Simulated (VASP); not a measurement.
# CuO in VASP: notebook, part 2 of 2

VASP 6.6.1. The steps go on from the part before.

**4. Single point, PBEsol**

This run uses another cell than the first one, of 10.94 Å³/atom, 1.041 times its volume.

Input file INCAR:

```
SYSTEM = CuO
ALGO = Normal ; EDIFF = 1E-6
ENCUT = 520 ; GGA = PS
ISIF = 2 ; ISMEAR = -1
LASPH = .True. ; LCHARG = .False.
LREAL = .False. ; LWAVE = .False.
NBANDS = 25 ; NELM = 60
PREC = Accurate ; SIGMA = 0.05
```

Input file KPOINTS:

```
k-points
0
Gamma
  9 9 5
  0 0 0
```

Input file POSCAR:

```
CuO
1.0
    2.8985710625      0.0000000000      0.0000000000
    0.0393315255      2.8983481113      0.0000000000
    0.0176112532      0.0173591088      5.2106205905
Cu O
2 2
Direct
    0.0000000000      0.5000000000      0.0000000000
    0.5000000000      0.0000000000      0.5000000000
    0.9984239700      0.0016717800      0.7498871000
    0.0015760300      0.9983282200      0.2501129000
```

Potentials or basis: VASP PAW PBE potentials, release 64 (Cu, O).

Started as:

```console
$ cat potpaw_PBE.64/Cu/POTCAR potpaw_PBE.64/O/POTCAR > POTCAR
$ mpirun -np 1 vasp_std > vasp.out
```

OUTCAR:

```text
SYSTEM = CuO
   EDIFF = 1E-6
   ENCUT = 520
   GGA = PS
   ISIF = 2
   ISMEAR = -1
   LASPH = .True.
   LREAL = .False.
   NELM = 60
   PREC = Accurate

 ion  position               nearest neighbor table
   1  0.000  0.500  0.000-   3 1.95   4 1.95   3 1.95   4 1.95
   2  0.500  0.000  0.500-   3 1.95   4 1.95   4 1.95   3 1.95
   3  0.998  0.002  0.750-   2 1.95   2 1.95   1 1.95   1 1.95
   4  0.002  0.998  0.250-   2 1.95   2 1.95   1 1.95   1 1.95

  LATTYP: Found a base centered monoclinic cell.
 ALAT       =    11.1905404506
 B/A-ratio  =     0.3638182808
 C/A-ratio  =     0.4656324948
 COS(beta)  =    -0.9295148209
[... 870 lines left out ...]
  --------------------------------------------------------------------------------------
  -------------------------------------------------------------------------------------
  Total       -0.7887603     -0.7994549     -2.0845561     -0.0283371     -0.0032449     -0.0062995
  in kB      -28.8689947    -29.2604239    -76.2957274     -1.0371521     -0.1187638     -0.2305631
  external PRESSURE =     -44.8083820 kB  Pullay stress =       0.0000000 kB

 VOLUME and BASIS-vectors are now :
 -----------------------------------------------------------------------------
  energy-cutoff  :      520.00
  volume of cell :       43.77
      direct lattice vectors                 reciprocal lattice vectors
     2.898571062  0.000000000  0.000000000     0.344997579 -0.004681729 -0.001150452
     0.039331525  2.898348111  0.000000000     0.000000000  0.345024118 -0.001149443
     0.017611253  0.017359109  5.210620590     0.000000000  0.000000000  0.191915720

 POSITION                                       TOTAL-FORCE (eV/Angst)
 -----------------------------------------------------------------------------------
      0.01967      1.44917      0.00000         0.000000      0.000000      0.000000
      1.45809      0.00868      2.60531         0.000000      0.000000      0.000000
      2.90728      0.01786      3.90738         0.005837     -0.007260      0.010043
      0.04824      2.89784      1.30324        -0.005837      0.007260     -0.010043
 -----------------------------------------------------------------------------------
    total drift:                                0.000000     -0.000000     -0.000000

  FREE ENERGIE OF THE ION-ELECTRON SYSTEM (eV)
  ---------------------------------------------------
  free  energy   TOTEN  =       -21.4640612146 eV

  energy  without entropy=      -21.4446639288  energy(sigma->0) =      -21.45436257
```

stdout:

```text
POSCAR found type information on POSCAR CuO
 POSCAR found :  2 types and       4 ions
 scaLAPACK will be used
 -----------------------------------------------------------------------------
|                                                                             |
|                                                                             |
|     You enforced a specific xc type in the INCAR file but a different       |
|     I HOPE YOU KNOW WHAT YOU ARE DOING!                                     |
|                                                                             |
 -----------------------------------------------------------------------------

 LDA part: xc-table for (Slater+PW92), standard interpolation
 POSCAR, INCAR and KPOINTS ok, starting setup
 FFT: planning ... GRIDC
 FFT: planning ... GRID_SOFT
 FFT: planning ... GRID
 WAVECAR not read
 entering main loop
```

Wall time 3 min (1 thread of Intel Xeon Platinum 8259CL at 2.50GHz (Skylake/Cascade Lake), shared host); peak memory 0.29 GiB.

What came out:

```
Free energy            : -21.4641 eV
Pressure               : -4.5 GPa
Largest force          : 0.014 eV/Å
Band gap on the k mesh : zero (band 17 reaches 5.49 eV, above the bottom of band 18 at 4.56 eV)
```

Forces on the atoms (eV/Å):
```
Cu   0.000  0.000  0.000
Cu   0.000  0.000  0.000
O    0.006 -0.007  0.010
O   -0.006  0.007 -0.010
```

Stress tensor (GPa, compression positive):
```
-2.89 -0.10 -0.02
-0.10 -2.93 -0.01
-0.02 -0.01 -7.63
```

Caveat: the PAW data sets were made with another functional, which shifts forces and pressure a little; semilocal functionals often make such compounds metallic where correlation or magnetic order opens a gap, which also shifts bond lengths. With open d or f shells a metallic result of PBEsol can be an artefact of self-interaction; +U or a hybrid may open a gap.

**5. Single point, PBEsol**

This run uses another cell than the first one, of 11.16 Å³/atom, 1.061 times its volume.

Input file INCAR:

```
PREC     = Accurate       # precision mode
ENCUT    = 520            # plane-wave cutoff, eV
EDIFF    = 1E-6           # SCF threshold, eV
ISMEAR   = -1             # smearing method
SIGMA    = 0.05           # smearing width, eV
LREAL    = F              # projectors in reciprocal space
LASPH    = T              # aspherical terms in the spheres
NELM     = 60             # most SCF steps
ALGO     = Normal         # electronic algorithm
ISIF     = 2              # what is computed and relaxed
LWAVE    = F              # write WAVECAR
LCHARG   = F              # write CHGCAR
GGA      = PS             # functional
NBANDS   = 25             # bands
```

Input file KPOINTS:

```
Automatic mesh
0
Gamma
  9 9 5
```

Input file POSCAR:

```
CuO
1.0
    2.9173934799      0.0000000000      0.0000000000
    0.0395869322      2.9171690810      0.0000000000
    0.0177256152      0.0174718334      5.2444567372
Cu O
2 2
Direct
    0.0000000000      0.5000000000      0.0000000000
    0.5000000000      0.0000000000      0.5000000000
    0.9984239700      0.0016717800      0.7498871000
    0.0015760300      0.9983282200      0.2501129000
```

Started as:

```console
$ cat potpaw_PBE.64/Cu/POTCAR potpaw_PBE.64/O/POTCAR > POTCAR
$ mpirun -np 1 vasp_std > vasp.out
```

Wall time 3.2 min (1 thread of Intel Xeon Platinum 8259CL at 2.50GHz (Skylake/Cascade Lake), shared host); peak memory 0.3 GiB.

Results (log left out):

* Free energy: -21.4336 eV
* Pressure: -7.3 GPa
* Largest force: 0.013 eV/Å
* Band gap on the k mesh: zero (band 17 reaches 5.23 eV, above the bottom of band 18 at 4.32 eV)

Forces in eV/Å, atoms in the order of the input:
```
Cu   0.000  0.000  0.000
Cu   0.000  0.000  0.000
O    0.007 -0.008  0.008
O   -0.007  0.008 -0.008
```

Stress tensor (GPa, compression positive):
```
 -5.33  -0.12  -0.03
 -0.12  -5.36  -0.02
 -0.03  -0.02 -11.19
```

Levels at points of the mesh, in eV from the Fermi level:
```
           k point  band 14  band 15  band 16  band 17  band 18  band 19  band 20  band 21
(0.00, 0.00, 0.00)    -2.27    -2.19    -1.92     0.66     0.69     1.36     6.06     7.14
```

Caveat: the PAW data sets were made with another functional, which shifts forces and pressure a little; semilocal functionals often make such compounds metallic where correlation or magnetic order opens a gap, which also shifts bond lengths. With open d or f shells a metallic result of PBEsol can be an artefact of self-interaction; +U or a hybrid may open a gap.

**6. Overview**

| cell | gap on the mesh (eV) | pressure (GPa) | largest force (eV/Å) |
| --- | --- | --- | --- |
| a = 2.860, b = 2.860, c = 5.142 Å, angles 89.8, 89.8, 89.2°, 4 atoms | none | 2.3 | 0.01 |
| a = 2.880, b = 2.880, c = 5.176 Å, angles 89.8, 89.8, 89.2°, 4 atoms | none | -1.0 | 0.66 |
| a = 2.899, b = 2.899, c = 5.211 Å, angles 89.8, 89.8, 89.2°, 4 atoms | none | -4.5 | 0.01 |
| a = 2.917, b = 2.917, c = 5.245 Å, angles 89.8, 89.8, 89.2°, 4 atoms | none | -7.3 | 0.01 |

Alike in all rows: task single point; level PBEsol; potentials or basis VASP PAW PBE potentials, release 64 (Cu, O); no spin polarisation; k mesh 9 × 9 × 5; cutoff (eV) 520; smearing fermi-dirac 0.05 eV.

Caveats: the PAW data sets were made with another functional, which shifts forces and pressure a little; semilocal functionals often make such compounds metallic where correlation or magnetic order opens a gap, which also shifts bond lengths.

Total energies depend on the potentials used, so only differences within one code and one set of settings carry meaning.
